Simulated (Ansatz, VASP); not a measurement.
# NbSi: VASP beside Ansatz

INCAR

```
SYSTEM = NbSi
ALGO = Normal
EDIFF = 1E-7
ENCUT = 520
ISIF = 2
ISMEAR = -1
LASPH = .True.
LCHARG = .False.
LREAL = .False.
LWAVE = .False.
NBANDS = 16
NELM = 60
PREC = Accurate
SIGMA = 0.1
```

File KPOINTS:

```
k-points
0
Gamma
  14 14 14
  0 0 0
```

File POSCAR:

```
NbSi
1.0
    2.8870649807      0.0000000000      0.0000000000
    0.0000000000      2.8870649807      0.0000000000
    0.0000000000      0.0000000000      2.8870649807
Nb Si
1 1
Direct
    0.0000000000      0.0000000000      0.0000000000
    0.5000000000      0.5000000000      0.5000000000
```

Input for Ansatz:

```yaml
crystal:
  lattice:
    - [2.8870649807, 0.0, 0.0]
    - [0.0, 2.8870649807, 0.0]
    - [0.0, 0.0, 2.8870649807]
  atoms:
    - { symbol: Nb, position: [0.0, 0.0, 0.0] }
    - { symbol: Si, position: [0.5, 0.5, 0.5] }
kpoints:
  mp_grid: { grid: [14, 14, 14] }
  band_path:
    path:
      - [0.0, 0.0, 0.0]
      - [0.0, 0.5, 0.0]
      - [0.5, 0.5, 0.0]
      - [0.0, 0.0, 0.0]
      - [0.5, 0.5, 0.5]
      - [0.0, 0.5, 0.0]
      - [0.5, 0.5, 0.5]
      - [0.5, 0.5, 0.0]
    npoints: 8
scf:
  occupations: { method: fermi_dirac, width: 0.1 }
hamiltonian:
  xc: lda
  pseudopotentials: { kind: all_electron, lapw: { basis_error: 0.001 } }
output:
  forces: true
  stress: true
  eigenvalues: true
  populations: true
  dos: { projected: true, de: 0.2, e_range: [-14, 8] }
```

Change from the starting cell: volume scaled by 0.8, LAPW.

Alike in both runs: task single point; functional LDA; k mesh 14 × 14 × 14; occupations fermi-dirac, width 0.1 eV; no spin polarisation.

|  | VASP | Ansatz |
| --- | --- | --- |
| version | VASP 6.6.1 | Ansatz 0.2.0 |
| potentials or method | VASP PAW LDA potentials, release 64 (Nb_sv, Si), cutoff 520 eV | all-electron LAPW, scalar-relativistic |

```csv
,VASP,Ansatz,Ansatz less VASP
pressure (GPa),65.8,65.6,-0.17
```

LDA's correlation is that of Perdew and Zunger in VASP and of Perdew and Wang (1992) in Ansatz. Both programs put the cell under a high pressure, so it lies far from rest at this level. Ansatz ran all-electron here, and VASP with PAW potentials.

Noted on VASP's run: the cell as given lies far from equilibrium.
